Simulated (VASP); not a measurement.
# O (C2/m) in VASP: single point with PBEsol+D3(BJ)

Aim: the single point of O with PBEsol+D3(BJ).

All numbers are computed with VASP 6.6.1; they aren't measurements. Logs are shortened: lines on timing, memory, paths and dates and some standing lists are left out, and cuts for length are marked.

## (1) The cell of the first run

The structure is monoclinic, space group C2/m (No. 12). Conventional cell: a = 5.317 Å, b = 3.070 Å, c = 3.070 Å, α = 90.00°, β = 125.26°, γ = 90.00°. O (site symmetry m) has 4 O at 1.77 to 1.99 Å within 2.3 Å.

## (2) Single point, PBEsol+D3(BJ)

INCAR reads:

```
SYSTEM = O
PREC     = Accurate       ! precision mode
ENCUT    = 600            ! plane-wave cutoff, eV
EDIFF    = 1E-6           ! SCF threshold, eV
ISMEAR   = -1             ! smearing method
SIGMA    = 0.1            ! smearing width, eV
LREAL    = .False.        ! projectors in reciprocal space
LASPH    = .True.         ! aspherical terms in the spheres
NELM     = 120            ! most SCF steps
ALGO     = Normal         ! electronic algorithm
ISIF     = 2              ! what is computed and relaxed
LWAVE    = .False.        ! write WAVECAR
LCHARG   = .False.        ! write CHGCAR
GGA      = PS             ! functional
IVDW     = 12             ! dispersion correction
NBANDS   = 13             ! bands
GGA_COMPAT= .False.
```

KPOINTS reads:

```
regular mesh
0
Gamma
  5 5 5
  0 0 0
```

POSCAR reads:

```
O
1.0
    0.0000000000      2.1708560000      2.1708560000
    2.1708560000      0.0000000000      2.1708560000
    2.1708560000      2.1708560000      0.0000000000
O
2
Direct
    0.2500000000      0.2500000000      0.2950000000
    0.0000000000      0.0000000000      0.0000000000
```

Potentials or basis: VASP PAW PBE potentials, release 64 (O).

On the command line:

```sh
> cat potpaw_PBE.64/O/POTCAR > POTCAR
> mpirun -np 1 vasp_std > vasp.out
```

OUTCAR:

```text
SYSTEM = O
   PREC = Accurate
   ENCUT = 600
   EDIFF = 1E-6
   ISMEAR = -1
   LREAL = .False.
   LASPH = .True.
   NELM = 120
   ISIF = 2
   GGA = PS
   IVDW = 12
 IVDW          = 12

 ion  position               nearest neighbor table
   1  0.250  0.250  0.295-   2 1.77   2 1.89   2 1.89
   2  0.000  0.000  0.000-   1 1.77   1 1.89   1 1.89

  LATTYP: Found a face centered cubic cell.
 ALAT       =     4.3417120000

  Lattice vectors:

 A1 = (   0.0000000000,   2.1708560000,   2.1708560000)
 A2 = (   2.1708560000,   0.0000000000,   2.1708560000)
 A3 = (   2.1708560000,   2.1708560000,   0.0000000000)

Analysis of symmetry for initial positions (statically):
=====================================================================
 Subroutine PRICEL returns:
 Original cell was already a primitive cell.

 Routine SETGRP: Setting up the symmetry group for a
 face centered cubic supercell.

 Subroutine GETGRP returns: Found  4 space group operations
 (whereof  2 operations were pure point group operations)
 out of a pool of 48 trial point group operations.

The static configuration has the point symmetry C_1h.
 The point group associated with its full space group is C_2h.

Analysis of symmetry for dynamics (positions and initial velocities):
=====================================================================
 Subroutine PRICEL returns:
 Original cell was already a primitive cell.

 Routine SETGRP: Setting up the symmetry group for a
 face centered cubic supercell.

 Subroutine GETGRP returns: Found  4 space group operations
 (whereof  2 operations were pure point group operations)
 out of a pool of 48 trial point group operations.

The dynamic configuration has the point symmetry C_1h.
 The point group associated with its full space group is C_2h.

 Subroutine INISYM returns: Found  4 space group operations
 (whereof  2 operations are pure point group operations),
 and found     1 'primitive' translations

----------------------------------------------------------------------------------------

                                     Primitive cell

  volume of cell :      20.4608

  direct lattice vectors                    reciprocal lattice vectors
     0.000000000  2.170856000  2.170856000    -0.230323891  0.230323891  0.230323891
     2.170856000  0.000000000  2.170856000     0.230323891 -0.230323891  0.230323891
     2.170856000  2.170856000  0.000000000     0.230323891  0.230323891 -0.230323891

  length of vectors
     3.070053997  3.070053997  3.070053997     0.398932681  0.398932681  0.398932681

  position of ions in fractional coordinates (direct lattice)
     0.250000000  0.250000000  0.295000000
     0.000000000  0.000000000  0.000000000

  ion indices of the primitive-cell ions
   primitive index   ion index
                 1           1
                 2           2

----------------------------------------------------------------------------------------

 KPOINTS: regular mesh

Automatic generation of k-mesh.
 Grid dimensions read from file:
 generate k-points for:    5    5    5

 Generating k-lattice:

  Cartesian coordinates                     Fractional coordinates (reciprocal lattice)
    -0.046064778  0.046064778  0.046064778     0.200000000  0.000000000  0.000000000
     0.046064778 -0.046064778  0.046064778     0.000000000  0.200000000  0.000000000
     0.046064778  0.046064778 -0.046064778     0.000000000  0.000000000  0.200000000

  Length of vectors
     0.079786536  0.079786536  0.079786536

  Shift w.r.t. Gamma in fractional coordinates (k-lattice)
     0.000000000  0.000000000  0.000000000

 Subroutine IBZKPT returns following result:
 ===========================================

 Found     39 irreducible k-points:

 Following reciprocal coordinates:
            Coordinates               Weight
  0.000000  0.000000  0.000000      1.000000
  0.200000  0.000000  0.000000      4.000000
  0.000000  0.000000  0.200000      2.000000
  0.200000  0.200000  0.200000      2.000000
  0.400000  0.000000  0.000000      4.000000
  0.000000  0.000000  0.400000      2.000000
[... 16 lines left out ...]
 -0.400000 -0.400000  0.400000      2.000000
 -0.200000  0.200000  0.000000      2.000000
 [... further k-points ...]
   k-points           NKPTS =     39   k-points in BZ     NKDIM =     39   number of bands    NBANDS=     13
   number of dos      NEDOS =    301   number of ions     NIONS =      2
   total plane-waves  NPLWV =  21952
   dimension x,y,z NGX =    28 NGY =   28 NGZ =   28
   dimension x,y,z NGXF=    56 NGYF=   56 NGZF=   56
   ions per type =               2
   NGX,Y,Z   is equivalent  to a cutoff of  15.16, 15.16, 15.16 a.u.
   NGXF,Y,Z  is equivalent  to a cutoff of  30.32, 30.32, 30.32 a.u.
 SYSTEM =  O
   PREC   = accura    normal or accurate (medium, high low for compatibility)
   ISTART =      0    job   : 0-new  1-cont  2-samecut
   ICHARG =      2    charge: 1-file 2-atom 10-const
   ISPIN  =      1    spin polarized calculation?
   LNONCOLLINEAR =      F non collinear calculations
   LSORBIT =      F    spin-orbit coupling
   LASPH  =      T    aspherical Exc in radial PAW
   ENCUT  =  600.0 eV  44.10 Ry    6.64 a.u.   6.13  6.13  6.13*2*pi/ulx,y,z
   NELM   =    120;   NELMIN=  2; NELMDL= -5     # of ELM steps
   EDIFF  = 0.1E-05   stopping-criterion for ELM
   LREAL  =      F    real-space projection
   EDIFFG = 0.1E-04   stopping-criterion for IOM
   NSW    =      0    number of steps for IOM
   IBRION =     -1    ionic relax: 0-MD 1-quasi-New 2-CG
   NFREE  =      0    steps in history (QN), initial steepest desc. (CG)
   ISIF   =      2    stress and relaxation
   ISYM   =      2    0-nonsym 1-usesym 2-fastsym
   POTIM  = 0.5000    time-step for ionic-motion
   TEBEG  =    0.0;   TEEND  =   0.0 temperature during run
   PSTRESS=    0.0 pullay stress
   NELECT =      12.0000    total number of electrons
   NUPDOWN=      -1.0000    fix difference up-down
   EMIN   =  10.00;   EMAX   =-10.00  energy-range for DOS
   EFERMI =   0.00;   METHOD = LEGACY
   ISMEAR =    -1;   SIGMA  =   0.10  broadening in eV -4-tet -1-fermi 0-gaus
   EFERMI_NEDOS =   21; number of points for ismear=-14 and -15
   IALGO  =     38    algorithm
   IMIX   =      4    mixing-type and parameters
     AMIX     =   0.40;   BMIX     =  1.00
     AMIX_MAG =   1.60;   BMIX_MAG =  1.00
  volume/ion in A,a.u.               =      10.23        69.04
  Fermi-wavevector in a.u.,A,eV,Ry     =   1.370338  2.589563 25.549361  1.877825
  Thomas-Fermi vector in A             =   2.496133
   LORBIT       =      0    0 simple, 1 ext, 2 COOP (PROOUT), +10 PAW based schemes
   GGA     = PS    functional components
   LHFCALC =     F    Hartree Fock is set to
   AEXX    =    0.0000 exact exchange contribution
   IVDW    =    12    specifies the selected vdW correction
   LEPSILON=     F    determine dielectric tensor
   LRPA    =     F    only Hartree local field effects (RPA)
 non-spin polarized calculation
  energy-cutoff  :      600.00
  volume of cell :       20.46
 maximum number of plane-waves:       701
 NGX is ok and might be reduce to    28
   NGX = 13   NGY = 13   NGZ = 13

 number of electron      12.0000001 magnetization

 Free energy of the ion-electron system (eV)
  ---------------------------------------------------
  ext. energy  EPLUGINS =         0.00000000
  ---------------------------------------------------
  free energy    TOTEN  =        -7.00961864 eV

  energy without entropy =       -6.97198717  energy(sigma->0) =       -6.99080290

 E-fermi :   0.7528     XC(G=0): -10.4498

 val. band max:        0.7144095657   @ k =   0.0000   0.0000   0.2000
 cond. band min:       0.7931945939   @ k =   0.0000   0.0000   0.4000
 fundamental gap:      0.0787850282
 Fermi energy:         0.7527643984

 k-point     1 :       0.0000    0.0000    0.0000
  band No.  band energies     occupation
      1     -21.0506      2.00000
      2     -12.4445      2.00000
      3      -4.2979      2.00000
      4      -3.0856      2.00000
      5      -2.0588      2.00000
      6      -0.6435      2.00000
      7      -0.0055      1.99898
      8       0.9894      0.17147
      9      10.4880      0.00000
     10      23.5939      0.00000
     11      24.4834      0.00000
     12      24.9577      0.00000
     13      24.9891      0.00000

 k-point     2 :       0.2000    0.0000    0.0000
  band No.  band energies     occupation
      1     -20.5819      2.00000
      2     -13.3511      2.00000
      3      -4.5446      2.00000
      4      -3.5279      2.00000
      5      -2.6169      2.00000
      6      -0.1584      1.99978
      7       0.5618      1.74188
      8       1.4536      0.00181
      9      11.6336      0.00000
     10      21.0119      0.00000
     11      21.7334      0.00000
     12      22.0532      0.00000
     13      27.7484      0.00000

 k-point     3 :       0.0000    0.0000    0.2000
  band No.  band energies     occupation
      1     -20.5099      2.00000
      2     -13.6335      2.00000
      3      -4.0361      2.00000
      4      -3.6464      2.00000
      5      -2.7407      2.00000
      6       0.0600      1.99804
      7       0.7144      1.18946
      8       1.2200      0.01852
      9      11.4993      0.00000
     10      21.2791      0.00000
     11      21.4965      0.00000
     12      21.6342      0.00000
     13      27.2309      0.00000

 k-point     4 :       0.2000    0.2000    0.2000
  band No.  band energies     occupation
      1     -20.6460      2.00000
      2     -13.0911      2.00000
      3      -4.5488      2.00000
      4      -3.3936      2.00000
      5      -3.2993      2.00000
      6       0.2909      1.98047
      7       0.4066      1.93918
      8       1.3210      0.00678
      9      11.7729      0.00000
     10      20.7514      0.00000
     11      22.1279      0.00000
     12      22.3299      0.00000
     13      27.6323      0.00000

 k-point     5 :       0.4000    0.0000    0.0000
  band No.  band energies     occupation
      1     -19.5228      2.00000
      2     -15.0365      2.00000
      3      -4.8903      2.00000
      4      -4.2939      2.00000
      5      -3.2025      2.00000
      6       0.3723      1.95642
      7       1.7362      0.00011
      8       2.0632      0.00000
      9      13.5710      0.00000
     10      17.4745      0.00000
     11      20.3592      0.00000
     12      21.7023      0.00000
     13      28.7725      0.00000
[... 257 lines left out ...]
 k-point    22 :       0.4000   -0.2000   -0.2000
  band No.  band energies     occupation
      1     -18.9939      2.00000
      2     -15.6208      2.00000
      3      -5.5851      2.00000
      4      -4.9014      2.00000
      5      -2.3939      2.00000
      6       0.3368      1.96925
      7       1.8683      0.00003
      8       2.4115      0.00000
      9      13.8934      0.00000
     10      16.2737      0.00000
     11      20.6570      0.00000
     12      22.5113      0.00000
     13      29.4464      0.00000

 k-point    23 :      -0.4000   -0.4000    0.4000
  band No.  band energies     occupation
      1     -19.1643      2.00000
      2     -15.2854      2.00000
      3      -6.0462      2.00000
      4      -4.3118      2.00000
      5      -2.9055      2.00000
      6       0.9877      0.17421
      7       1.3415      0.00553
      8       2.2718      0.00000
      9      14.2188      0.00000
     10      15.8640      0.00000
     11      21.6152      0.00000
     12      22.2158      0.00000
     13      29.6310      0.00000

 k-point    24 :      -0.2000    0.2000    0.0000
  band No.  band energies     occupation
      1     -19.8751      2.00000
      2     -14.4674      2.00000
      3      -5.5997      2.00000
      4      -3.4017      2.00000
      5      -2.7567      2.00000
      6       0.5012      1.85043
      7       0.5110      1.83637
      8       2.2592      0.00000
      9      12.8143      0.00000
     10      17.9802      0.00000
     11      20.5682      0.00000
     12      23.2457      0.00000
     13      28.1500      0.00000

 [... further k-points ...]

------------------------ aborting loop because EDIFF is reached ----------------------------------------

 Edisp (eV)   -0.10591

 E8    (eV) :    -0.0443

  FORCE on cell =-STRESS in cart. coord.  units (eV):
  Direction    XX          YY          ZZ          XY          YZ          ZX
  --------------------------------------------------------------------------------------
  -------------------------------------------------------------------------------------
  Total      -0.40827    -0.40827    -0.60896    -0.52238     2.05778     2.05778
  in kB     -31.96932   -31.96932   -47.68434   -40.90489   161.13399   161.13400
  external pressure =      -37.21 kB  Pullay stress =        0.00 kB

 VOLUME and BASIS-vectors are now :
 -----------------------------------------------------------------------------
  energy-cutoff  :      600.00
  volume of cell :       20.46
      direct lattice vectors                 reciprocal lattice vectors
     0.000000000  2.170856000  2.170856000    -0.230323891  0.230323891  0.230323891
     2.170856000  0.000000000  2.170856000     0.230323891 -0.230323891  0.230323891
     2.170856000  2.170856000  0.000000000     0.230323891  0.230323891 -0.230323891

 POSITION                                       TOTAL-FORCE (eV/Angst)
 -----------------------------------------------------------------------------------
      1.18312      1.18312      1.08543         2.141058      2.141058     -1.143419
      0.00000      0.00000      0.00000        -2.141058     -2.141058      1.143419
 -----------------------------------------------------------------------------------
    total drift:                               -0.000000     -0.000000     -0.000002

  FREE ENERGIE OF THE ION-ELECTRON SYSTEM (eV)
  ---------------------------------------------------
  free  energy   TOTEN  =        -7.1155327832 eV

  energy  without entropy=       -7.0779013107  energy(sigma->0) =       -7.09671705
```

It took 8.4 s on 1 thread of AMD EPYC 9R45 (Zen 5), shared host; peak memory 0.13 GiB.

What came out:

```yaml
Free_energy: -7.1155 eV
Pressure: -3.7 GPa
Largest_force: 3.237 eV/Å
Band_gap_on_the_k_mesh: zero (bands 6 and 7 overlap by 0.99 eV)
Dispersion_energy_per_atom: -0.053 eV
```

Forces on the atoms (eV/Å):
```
O    2.141  2.141 -1.143
O   -2.141 -2.141  1.143
```

Stress tensor (GPa, compression positive):
```
-3.20 -4.09 16.11
-4.09 -3.20 16.11
16.11 16.11 -4.77
```

Levels at points of the mesh, in eV from the Fermi level:
```
           k point  band 3  band 4  band 5  band 6  band 7  band 8  band 9  band 10
(0.00, 0.00, 0.00)   -5.05   -3.84   -2.81   -1.40   -0.76    0.24    9.74    22.84
```

Caveat: the k points lie up to 0.50 Å⁻¹ apart, too coarse for converged energies and pressures of a metal; the PAW data sets were made with another functional, which shifts forces and pressure a little.
